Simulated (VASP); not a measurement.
# SiB3W: single point with PBE

The system is SiB3W.

```
Si B W
1.0
     3.82717    0.00000    0.00000
     0.00000    3.82717    0.00000
     0.00000    0.00000    3.82717
Si B W
1 3 1
Direct
  0.50000 0.50000 0.50000
  0.00000 0.50000 0.50000
  0.50000 0.00000 0.50000
  0.50000 0.50000 0.00000
  0.00000 0.00000 0.00000
```

```json
{
  "Program": "VASP 6.6.1",
  "Task": "single point",
  "Functional": "PBE",
  "Potentials or basis": "VASP PAW PBE potentials, release 64 (Si, B, W_sv)",
  "Cutoff": "500 eV",
  "k mesh": "4 × 4 × 4",
  "Occupations": "gaussian, width 0.1 eV",
  "Spin": "no spin polarisation",
  "Dipole correction": "no",
  "Further INCAR settings": "ALGO = Normal; EDIFF = 1e-06; NBANDS = 22"
}
```

```json
{
  "Pressure": "0.0 GPa"
}
```

Levels at points of the mesh, in eV from the Fermi level:
| k point | band 9 | band 10 | band 11 | band 12 | band 13 | band 14 | band 15 | band 16 | band 17 | band 18 |
| --- | --- | --- | --- | --- | --- | --- | --- | --- | --- | --- |
| (0.00, 0.00, 0.00) | -5.57 | -5.57 | -1.09 | -0.63 | -0.63 | -0.63 | 0.95 | 0.95 | 2.02 | 2.02 |
| (0.50, 0.00, 0.00) | -3.74 | -3.60 | -1.72 | -0.85 | -0.85 | -0.41 | -0.37 | -0.37 | -0.37 | 0.90 |
| (0.50, 0.50, 0.00) | -4.39 | -3.24 | -3.24 | -3.08 | 0.12 | 0.22 | 0.98 | 0.98 | 1.64 | 1.76 |
| (0.50, 0.50, 0.50) | -4.55 | -4.55 | -4.55 | 0.49 | 0.54 | 0.54 | 1.40 | 1.40 | 1.40 | 1.89 |

Run time: 11 s on 1 thread of Intel Xeon 6975P-C, on a shared host, peak memory 0.16 GiB.

Caveat: the k points lie up to 0.41 Å⁻¹ apart; spin-orbit coupling is left out, which moves the levels of the heavy elements.
